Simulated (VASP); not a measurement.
# BAs (zincblende type) (F-43m) in VASP: further runs

BAs (zincblende type) is run at these levels: LDA; tasks: density of states.

Program: VASP 6.6.1. These are calculated values, not measurements. Logs are shortened: lines on timing, memory, paths and dates and some standing lists are left out, and cuts for length are marked.

**1. The cell of the first run**

The structure is cubic, space group F-43m (No. 216). Conventional cell: a = 3.877 Å, b = 3.877 Å, c = 3.877 Å, α = 90.00°, β = 90.00°, γ = 90.00°. B (site symmetry -43m) has 4 As at 1.68 Å within 2.2 Å. Within 2.2 Å of As (site symmetry -43m) lie 4 B at 1.68 Å.

**2. Density of states, LDA (volume scaled by 0.55)**

POSCAR reads:

```
BAs
1.0
    0.0000000000      1.9387450096      1.9387450096
    1.9387450096      0.0000000000      1.9387450096
    1.9387450096      1.9387450096      0.0000000000
B As
1 1
Direct
    0.0000000000      0.0000000000      0.0000000000
    0.2500000000      0.2500000000      0.2500000000
```

INCAR.step1 reads:

```
  PREC = Accurate
  ENCUT = 520
  EDIFF = 1E-6
  ISMEAR = -1
  SIGMA = 0.05
  LREAL = False
  LASPH = True
  NELM = 60
  ALGO = Normal
  ISIF = 2
  LWAVE = False
  LCHARG = True
  NBANDS = 11
```

KPOINTS.step1 reads:

```
Automatic mesh
0
Gamma
  15 15 15
```

INCAR.step2 reads:

```
  PREC = Accurate
  ENCUT = 520
  EDIFF = 1E-6
  ISMEAR = -5
  SIGMA = 0.05
  LREAL = False
  LASPH = True
  NELM = 60
  ALGO = Normal
  ISIF = 2
  LWAVE = False
  LCHARG = False
  LORBIT = 10
  NBANDS = 11
  NEDOS = 1001
  ICHARG = 11
```

KPOINTS.step2 reads:

```
Automatic mesh
0
Gamma
  23 23 23
```

Potentials or basis: VASP PAW LDA potentials, release 64 (B, As).

Command:

```console
cat potpaw_LDA.64/B/POTCAR potpaw_LDA.64/As/POTCAR > POTCAR
cp INCAR.step1 INCAR
cp KPOINTS.step1 KPOINTS
mpirun -np 1 vasp_std > vasp.out
cp INCAR.step2 INCAR
cp KPOINTS.step2 KPOINTS
mpirun -np 1 vasp_std > vasp.out
```

OUTCAR:

```text
PREC = Accurate
   ENCUT = 520
   EDIFF = 1E-6
   ISMEAR = -5
   LREAL = False
   LASPH = True
   NELM = 60
   ISIF = 2
   LORBIT = 10
   ICHARG = 11

 ion  position               nearest neighbor table
   1  0.000  0.000  0.000-   2 1.68   2 1.68   2 1.68   2 1.68
   2  0.250  0.250  0.250-   1 1.68   1 1.68   1 1.68   1 1.68

  LATTYP: Found a face centered cubic cell.
 ALAT       =     3.8774900192

  Lattice vectors:

 A1 = (   0.0000000000,   1.9387450096,   1.9387450096)
 A2 = (   1.9387450096,   0.0000000000,   1.9387450096)
 A3 = (   1.9387450096,   1.9387450096,   0.0000000000)

Analysis of symmetry for initial positions (statically):
=====================================================================
 Subroutine PRICEL returns:
 Original cell was already a primitive cell.

 Routine SETGRP: Setting up the symmetry group for a
 face centered cubic supercell.

 Subroutine GETGRP returns: Found 24 space group operations
 (whereof 24 operations were pure point group operations)
 out of a pool of 48 trial point group operations.

The static configuration has the point symmetry T_d .

Analysis of symmetry for dynamics (positions and initial velocities):
=====================================================================
 Subroutine PRICEL returns:
 Original cell was already a primitive cell.

 Routine SETGRP: Setting up the symmetry group for a
 face centered cubic supercell.

 Subroutine GETGRP returns: Found 24 space group operations
 (whereof 24 operations were pure point group operations)
 out of a pool of 48 trial point group operations.

The dynamic configuration has the point symmetry T_d .

 Subroutine INISYM returns: Found 24 space group operations
 (whereof 24 operations are pure point group operations),
 and found     1 'primitive' translations

----------------------------------------------------------------------------------------

                                     Primitive cell

  volume of cell :      14.5744

  direct lattice vectors                    reciprocal lattice vectors
     0.000000000  1.938745010  1.938745010    -0.257898794  0.257898794  0.257898794
     1.938745010  0.000000000  1.938745010     0.257898794 -0.257898794  0.257898794
     1.938745010  1.938745010  0.000000000     0.257898794  0.257898794 -0.257898794

  length of vectors
     2.741799487  2.741799487  2.741799487     0.446693815  0.446693815  0.446693815

  position of ions in fractional coordinates (direct lattice)
     0.000000000  0.000000000  0.000000000
     0.250000000  0.250000000  0.250000000

  ion indices of the primitive-cell ions
   primitive index   ion index
                 1           1
                 2           2

----------------------------------------------------------------------------------------

 KPOINTS: Automatic mesh

Automatic generation of k-mesh.
 Grid dimensions read from file:
 generate k-points for:   23   23   23

 Generating k-lattice:

  Cartesian coordinates                     Fractional coordinates (reciprocal lattice)
    -0.011212991  0.011212991  0.011212991     0.043478261  0.000000000  0.000000000
     0.011212991 -0.011212991  0.011212991     0.000000000  0.043478261  0.000000000
     0.011212991  0.011212991 -0.011212991     0.000000000  0.000000000  0.043478261

  Length of vectors
     0.019421470  0.019421470  0.019421470

  Shift w.r.t. Gamma in fractional coordinates (k-lattice)
     0.000000000  0.000000000  0.000000000

 TETIRR: Found   1662 inequivalent tetrahedra from    73002

 Subroutine IBZKPT returns following result:
 ===========================================

 Found    364 irreducible k-points:

 Following reciprocal coordinates:
            Coordinates               Weight
  0.000000  0.000000  0.000000      1.000000
  0.043478  0.000000  0.000000      8.000000
  0.086957  0.000000  0.000000      8.000000
  0.130435  0.000000  0.000000      8.000000
  0.173913  0.000000  0.000000      8.000000
  0.217391  0.000000  0.000000      8.000000
[... 16 lines left out ...]
  0.478261  0.043478  0.000000     24.000000
 -0.478261  0.043478  0.000000     24.000000
 [... further k-points ...]
   k-points           NKPTS =    364   k-points in BZ     NKDIM =    364   number of bands    NBANDS=     11
   number of dos      NEDOS =   1001   number of ions     NIONS =      2
   total plane-waves  NPLWV =   8000
   dimension x,y,z NGX =    20 NGY =   20 NGZ =   20
   dimension x,y,z NGXF=    40 NGYF=   40 NGZF=   40
   ions per type =               1   1
   NGX,Y,Z   is equivalent  to a cutoff of  12.13, 12.13, 12.13 a.u.
   NGXF,Y,Z  is equivalent  to a cutoff of  24.25, 24.25, 24.25 a.u.
 SYSTEM =  unknown system
   PREC   = accura    normal or accurate (medium, high low for compatibility)
   ISTART =      0    job   : 0-new  1-cont  2-samecut
   ICHARG =     11    charge: 1-file 2-atom 10-const
   ISPIN  =      1    spin polarized calculation?
   LNONCOLLINEAR =      F non collinear calculations
   LSORBIT =      F    spin-orbit coupling
   LASPH  =      T    aspherical Exc in radial PAW
   ENCUT  =  520.0 eV  38.22 Ry    6.18 a.u.   5.10  5.10  5.10*2*pi/ulx,y,z
   NELM   =     60;   NELMIN=  2; NELMDL=  0     # of ELM steps
   EDIFF  = 0.1E-05   stopping-criterion for ELM
   LREAL  =      F    real-space projection
   EDIFFG = 0.1E-04   stopping-criterion for IOM
   NSW    =      0    number of steps for IOM
   IBRION =     -1    ionic relax: 0-MD 1-quasi-New 2-CG
   NFREE  =      0    steps in history (QN), initial steepest desc. (CG)
   ISIF   =      2    stress and relaxation
   ISYM   =      2    0-nonsym 1-usesym 2-fastsym
   POTIM  = 0.5000    time-step for ionic-motion
   TEBEG  =    0.0;   TEEND  =   0.0 temperature during run
   PSTRESS=    0.0 pullay stress
   NELECT =       8.0000    total number of electrons
   NUPDOWN=      -1.0000    fix difference up-down
   EMIN   =  10.00;   EMAX   =-10.00  energy-range for DOS
   EFERMI =   0.00;   METHOD = LEGACY
   ISMEAR =    -5;   SIGMA  =   0.05  broadening in eV -4-tet -1-fermi 0-gaus
   EFERMI_NEDOS =   21; number of points for ismear=-14 and -15
   IALGO  =     38    algorithm
   IMIX   =      4    mixing-type and parameters
     AMIX     =   0.40;   BMIX     =  1.00
     AMIX_MAG =   1.60;   BMIX_MAG =  1.00
  volume/ion in A,a.u.               =       7.29        49.18
  Fermi-wavevector in a.u.,A,eV,Ry     =   1.340420  2.533026 24.445927  1.796725
  Thomas-Fermi vector in A             =   2.468734
   LORBIT       =     10    0 simple, 1 ext, 2 COOP (PROOUT), +10 PAW based schemes
   GGA     = CA    functional components
   LHFCALC =     F    Hartree Fock is set to
   AEXX    =    0.0000 exact exchange contribution
   IVDW    =     0    specifies the selected vdW correction
   LEPSILON=     F    determine dielectric tensor
   LRPA    =     F    only Hartree local field effects (RPA)
 non-spin polarized calculation
 Fermi weights with tetrahedron method with Bloechl corrections
  energy-cutoff  :      520.00
  volume of cell :       14.57
 maximum number of plane-waves:       401

 number of electron       8.0000000 magnetization

 Free energy of the ion-electron system (eV)
  ---------------------------------------------------
  ext. energy  EPLUGINS =         0.00000000
  ---------------------------------------------------
  free energy    TOTEN  =        -6.21874512 eV

  energy without entropy =       -6.21874512  energy(sigma->0) =       -6.21874512

 E-fermi :  15.3719     XC(G=0): -13.6110

 val. band max:       15.3387041304   @ k =   0.0000   0.0000   0.0000
 cond. band min:      15.8857103516   @ k =   0.4783   0.4783   0.0000
 fundamental gap:      0.5470062213
 Fermi energy:        15.3719447819

 k-point     1 :       0.0000    0.0000    0.0000
  band No.  band energies     occupation
      1      -7.3646      2.00000
      2      15.3387      2.00000
      3      15.3387      2.00000
      4      15.3387      2.00000
      5      20.0445      0.00000
      6      20.0445      0.00000
      7      20.0445      0.00000
      8      26.8779      0.00000
      9      30.7704      0.00000
     10      31.6410      0.00000
     11      31.6464      0.00000

 k-point     2 :       0.0435    0.0000    0.0000
  band No.  band energies     occupation
      1      -7.3135      2.00000
      2      14.8663      2.00000
      3      15.2223      2.00000
      4      15.2223      2.00000
      5      20.1953      0.00000
      6      20.1953      0.00000
      7      20.2971      0.00000
      8      26.8595      0.00000
      9      30.6551      0.00000
     10      30.6551      0.00000
     11      30.8115      0.00000

 k-point     3 :       0.0870    0.0000    0.0000
  band No.  band energies     occupation
      1      -7.1604      2.00000
      2      13.7174      2.00000
      3      14.9198      2.00000
      4      14.9198      2.00000
      5      20.5871      0.00000
      6      20.5871      0.00000
      7      20.8174      0.00000
      8      26.7790      0.00000
      9      29.6079      0.00000
     10      29.6079      0.00000
     11      30.9483      0.00000
[... 267 lines left out ...]
 k-point    23 :       0.4783    0.0435    0.0000
  band No.  band energies     occupation
      1      -1.8571      2.00000
      2       1.0556      2.00000
      3      12.1660      2.00000
      4      12.1926      2.00000
      5      20.4400      0.00000
      6      21.1114      0.00000
      7      23.1515      0.00000
      8      25.0449      0.00000
      9      33.3485      0.00000
     10      34.7868      0.00000
     11      35.6682      0.00000

 k-point    24 :      -0.4783    0.0435    0.0000
  band No.  band energies     occupation
      1      -1.5270      2.00000
      2       0.6614      2.00000
      3      12.0666      2.00000
      4      12.2464      2.00000
      5      20.5032      0.00000
      6      20.9808      0.00000
      7      23.1602      0.00000
      8      25.0335      0.00000
      9      33.8611      0.00000
     10      35.1852      0.00000
     11      35.5640      0.00000

 [... further k-points ...]
[... 5 lines left out ...]
  --------------------------------------------------------------------------------------
  -------------------------------------------------------------------------------------
  Total       26.5489014     26.5489014     26.5489014     -0.0000000     -0.0000000      0.0000000
  in kB     2918.5360528   2918.5360528   2918.5360528     -0.0000000     -0.0000000      0.0000000
  external PRESSURE =    2918.5360528 kB  Pullay stress =       0.0000000 kB

 VOLUME and BASIS-vectors are now :
 -----------------------------------------------------------------------------
  energy-cutoff  :      520.00
  volume of cell :       14.57
      direct lattice vectors                 reciprocal lattice vectors
     0.000000000  1.938745010  1.938745010    -0.257898794  0.257898794  0.257898794
     1.938745010  0.000000000  1.938745010     0.257898794 -0.257898794  0.257898794
     1.938745010  1.938745010  0.000000000     0.257898794  0.257898794 -0.257898794

 POSITION                                       TOTAL-FORCE (eV/Angst)
 -----------------------------------------------------------------------------------
      0.00000      0.00000      0.00000        -0.000000     -0.000000     -0.000000
      0.96937      0.96937      0.96937         0.000000      0.000000      0.000000
 -----------------------------------------------------------------------------------
    total drift:                                0.000000      0.000000      0.000000

  FREE ENERGIE OF THE ION-ELECTRON SYSTEM (eV)
  ---------------------------------------------------
  free  energy   TOTEN  =        -6.2187451159 eV

  energy  without entropy=       -6.2187451159  energy(sigma->0) =       -6.21874512

 total charge

# of ion       s       p       d       tot
------------------------------------------
    1        0.849   2.142   0.000   2.991
    2        1.248   2.338   0.335   3.920
--------------------------------------------------
tot          2.096   4.480   0.335   6.911
```

Run time: 20 s. Hardware: 1 thread of Intel Xeon 6975P-C (Granite Rapids), shared host; peak memory 0.17 GiB.

What came out:

* Valence electrons inside the program's atomic spheres: B 2.99; As 3.92

Levels at points of the mesh, in eV from the valence-band top:
| k point | band 1 | band 2 | band 3 | band 4 | band 5 | band 6 | band 7 | band 8 | band 9 |
| --- | --- | --- | --- | --- | --- | --- | --- | --- | --- |
| (0.00, 0.00, 0.00) | -22.70 | 0.00 | 0.00 | 0.00 | 4.71 | 4.71 | 4.71 | 11.54 | 15.43 |

**3. Density of states, LDA (volume scaled by 0.8)**

POSCAR reads:

```
BAs
1.0
    0.0000000000      2.1966614345      2.1966614345
    2.1966614345      0.0000000000      2.1966614345
    2.1966614345      2.1966614345      0.0000000000
B As
1 1
Direct
    0.0000000000      0.0000000000      0.0000000000
    0.2500000000      0.2500000000      0.2500000000
```

INCAR.step1 reads:

```
SYSTEM = BAs
  ALGO = Normal
  EDIFF = 1E-6
  ENCUT = 520
  GGA = CA
  ISIF = 2
  ISMEAR = -1
  LASPH = .TRUE.
  LCHARG = .TRUE.
  LREAL = .FALSE.
  LWAVE = .FALSE.
  NBANDS = 11
  NELM = 80
  PREC = Accurate
  SIGMA = 0.05
```

KPOINTS.step1 reads:

```
k-points
0
G
  15 15 15
  0 0 0
```

INCAR.step2 reads:

```
SYSTEM = BAs
  ALGO = Normal
  EDIFF = 1E-6
  ENCUT = 520
  GGA = CA
  ICHARG = 11
  ISIF = 2
  ISMEAR = -5
  LASPH = .TRUE.
  LCHARG = .FALSE.
  LORBIT = 11
  LREAL = .FALSE.
  LWAVE = .FALSE.
  NEDOS = 1001
  NELM = 80
  PREC = Accurate
  SIGMA = 0.05
```

KPOINTS.step2 reads:

```
k-points
0
G
  23 23 23
  0 0 0
```

Potentials or basis: VASP PAW LDA potentials, release 64 (B, As).

Command:

```console
cat potpaw_LDA.64/B/POTCAR potpaw_LDA.64/As/POTCAR > POTCAR
cp INCAR.step1 INCAR
cp KPOINTS.step1 KPOINTS
mpirun -np 1 vasp_std > vasp.out
cp INCAR.step2 INCAR
cp KPOINTS.step2 KPOINTS
mpirun -np 1 vasp_std > vasp.out
```

It took 19 s on 1 thread of Intel Xeon 6975P-C (Granite Rapids), shared host; peak memory 0.19 GiB.

It converged, with:

- Valence electrons inside the program's atomic spheres: B 2.20; As 3.24

Levels at points of the mesh, in eV from the valence-band top:
| k point | band 1 | band 2 | band 3 | band 4 | band 5 | band 6 | band 7 | band 8 |
| --- | --- | --- | --- | --- | --- | --- | --- | --- |
| (0.00, 0.00, 0.00) | -17.91 | 0.00 | 0.00 | 0.00 | 3.64 | 3.64 | 3.64 | 8.02 |
